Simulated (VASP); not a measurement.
Pd: single point with revPBE

Pd:

```
CELL_PARAMETERS angstrom
0.00000 1.94650 1.94650
1.94650 0.00000 1.94650
1.94650 1.94650 0.00000
ATOMIC_POSITIONS crystal
Pd 0.00000 0.00000 0.00000
```

```yaml
Program: VASP 6.6.1
Task: single point
Functional: revPBE
Potentials_or_basis: VASP PAW PBE potentials, release 64 (Pd)
Cutoff: 520 eV
k_mesh: 12 × 12 × 12
Occupations: fermi-dirac, width 0.01 eV
Spin: non-collinear spin, typed start
Starting_moments: "[[0.354, 0.354, 0.0]] μB"
Dipole_correction: no
Further_INCAR_settings: ALGO = Normal; EDIFF = 1e-06; NBANDS = 21
```

```json
{"Pressure": "10.1 GPa", "Band gap on the k mesh": "zero (band 10 reaches 10.24 eV, above the bottom of band 11 at 8.62 eV)", "Net moment": "0.22 μB per cell", "Valence electrons inside the program's atomic spheres": "Pd 9.45"}
```

Levels at points of the mesh, in eV from the Fermi level:
| k point | band 6 | band 7 | band 8 | band 9 | band 10 | band 11 | band 12 | band 13 | band 14 | band 15 |
| --- | --- | --- | --- | --- | --- | --- | --- | --- | --- | --- |
| (0.00, 0.00, 0.00) | -2.73 | -2.73 | -2.73 | -1.29 | -1.29 | -1.15 | -1.15 | 17.20 | 17.21 | 22.01 |
| (0.50, 0.00, 0.00) | -2.80 | -0.11 | -0.11 | 0.07 | 0.07 | 1.05 | 1.06 | 7.31 | 7.42 | 16.56 |
| (0.00, 0.50, 0.00) | -2.80 | -0.11 | -0.11 | 0.07 | 0.07 | 1.05 | 1.06 | 7.31 | 7.42 | 16.56 |
| (0.00, 0.00, 0.50) | -2.80 | -0.11 | -0.11 | 0.07 | 0.07 | 1.05 | 1.06 | 7.31 | 7.42 | 16.56 |
| (0.50, 0.50, 0.00) | 0.03 | 0.19 | 0.19 | 0.40 | 0.40 | 3.40 | 3.40 | 10.78 | 10.85 | 13.26 |
| (0.00, 0.50, 0.50) | 0.03 | 0.19 | 0.19 | 0.40 | 0.40 | 3.40 | 3.40 | 10.78 | 10.85 | 13.26 |

Moments on the atoms (μB; x, y, z):
```
Pd  0.15 0.15 0.00
```

Run time: 5.3 min on 1 thread of Intel(R) Xeon(R) Platinum 8488C (Sapphire Rapids) (shared host), peak memory 0.32 GiB.

Caveat: the PAW data sets were made with another functional, which shifts forces and pressure a little.
